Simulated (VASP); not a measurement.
The system is Al2Cl2F.

```xyz
5
Lattice="4.4824 0.0000 0.0000 -2.2412 3.8819 0.0000 0.0000 0.0000 5.7179" Properties=species:S:1:pos:R:3 pbc="T T T"
Al    0.0000    0.0000    0.9956
Al    0.0000    0.0000    4.7223
Cl    0.0000    2.5879    2.8590
Cl    2.2412    1.2940    2.8590
F     0.0000    0.0000    2.8590
```

The cell was generated, and may not be a known phase.

* Program: VASP 6.6.1
* Task: relaxation of cell and atoms
* Functional: PBE
* Potentials or basis: VASP PAW PBE potentials, release 64 (Al, Cl, F)
* Cutoff: 600 eV
* k mesh: 6 × 6 × 4
* Occupations: gaussian, width 0.1 eV
* Spin: no spin polarisation

At the start: pressure 15.0 GPa; volume 19.90 Å³/atom.

**Question.** Where does the relaxation end?

**Answer.** Over 14 steps the energy falls by 846.2 meV/atom and the volume is 33.49 Å³/atom (+68.3 %); space group P6/mmm (No. 191, to 0.1 Å) before and after.

The path:
| step | energy change (eV) | largest force (eV/Å) | pressure (GPa) | volume (Å³) |
| --- | --- | --- | --- | --- |
| 1 | 0.0000 | 9.1297 | 15.05 | 99.49 |
| 2 | -2.4683 | 7.8504 | 13.61 | 128.83 |
| 3 | -2.9991 | 1.2311 | 10.74 | 117.91 |
| 4 | -3.0403 | 2.0878 | 11.48 | 119.92 |
| 5 | -4.1229 | 1.2662 | 0.10 | 157.83 |
| 6 | -4.1232 | 1.2292 | 0.24 | 156.93 |
| 7 | -4.2167 | 0.1217 | -0.10 | 165.82 |
| 8 | -4.2168 | 0.1545 | -0.10 | 165.57 |
| 9 | -4.2216 | 0.0905 | 0.00 | 165.19 |
| 10 | -4.2273 | 0.0800 | 0.31 | 164.13 |
| 11 | -4.2296 | 0.1007 | 0.11 | 165.21 |
| 12 | -4.2296 | 0.0889 | 0.12 | 165.13 |
| 13 | -4.2306 | 0.0579 | 0.06 | 166.01 |
| 14 | -4.2311 | 0.0095 | -0.03 | 167.43 |

Final structure:
```cif
data_structure
_symmetry_space_group_name_H-M 'P 1'
_symmetry_Int_Tables_number 1
_cell_length_a 5.3270
_cell_length_b 5.3270
_cell_length_c 6.8132
_cell_angle_alpha 90.000
_cell_angle_beta 90.000
_cell_angle_gamma 120.000
_cell_volume 167.43
loop_
_atom_site_label
_atom_site_type_symbol
_atom_site_fract_x
_atom_site_fract_y
_atom_site_fract_z
_atom_site_occupancy
Al1 Al 0.00000 0.00000 0.24346 1
Al2 Al 0.00000 0.00000 0.75654 1
Cl1 Cl 0.33333 0.66667 0.50000 1
Cl2 Cl 0.66667 0.33333 0.50000 1
F1 F 0.00000 0.00000 0.50000 1
```

Caveat: the volume moved by over 15 % at a fixed basis, so the end points are rough; an odd number of electrons without spin polarisation forces a metal; a magnetic or distorted state may lie lower.
